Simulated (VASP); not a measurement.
Set up this calculation in VASP 6.6.1, as the native input.

- Task: single point
- Functional: PBEsol
- Dispersion: D3(BJ)
- Potentials or basis: VASP PAW PBE potentials, release 64 (Mg, Si)
- Cutoff: 520 eV
- k mesh: 8 × 8 × 4
- Occupations: gaussian, width 0.1 eV
- Spin: no spin polarisation
- Dipole correction: no
- Further INCAR settings: ALGO = Normal; EDIFF = 1e-06; NBANDS = 10

The structure of MgSi lies in POSCAR:

```
MgSi
1.0
    2.9083940000      0.0000000000      0.0000000000
    0.0000000000      2.9083940000      0.0000000000
    0.0000000000      0.0000000000      4.1034270000
Mg Si
1 1
Direct
    0.0000000000      0.0000000000      0.0000000000
    0.5000000000      0.5000000000      0.5000000000
```

One way to write it, as run:

INCAR

```
SYSTEM = MgSi
PREC = Accurate ; ENCUT = 520
EDIFF = 1E-6 ; ISMEAR = 0
SIGMA = 0.1 ; LREAL = .False.
LASPH = .True. ; NELM = 80
ALGO = Normal ; ISIF = 2
LWAVE = .False. ; LCHARG = .False.
GGA = PS ; IVDW = 12
NBANDS = 10
```

KPOINTS

```
regular mesh
0
Gamma
  8 8 4
  0 0 0
```

Potentials or basis: VASP PAW PBE potentials, release 64 (Mg, Si).

Launch:

```bash
$ cat potpaw_PBE.64/Mg/POTCAR potpaw_PBE.64/Si/POTCAR > POTCAR
$ mpirun -np 1 vasp_std > vasp.out
```

Results of the run:

The pressure is -4.9 GPa, the band gap on the k mesh is zero (band 3 reaches 10.97 eV, above the bottom of band 4 at 4.49 eV) and the dispersion energy per atom is -0.327 eV.

Caveat: the k points lie up to 0.38 Å⁻¹ apart; three body term missing; the PAW data sets were made with another functional, which shifts forces and pressure a little; pairwise dispersion overbinds metals, which lowers pressure and volume.

Run time: 10 s on 1 thread of AMD EPYC 7R13 Processor (Zen 3) (shared host), peak memory 0.13 GiB.
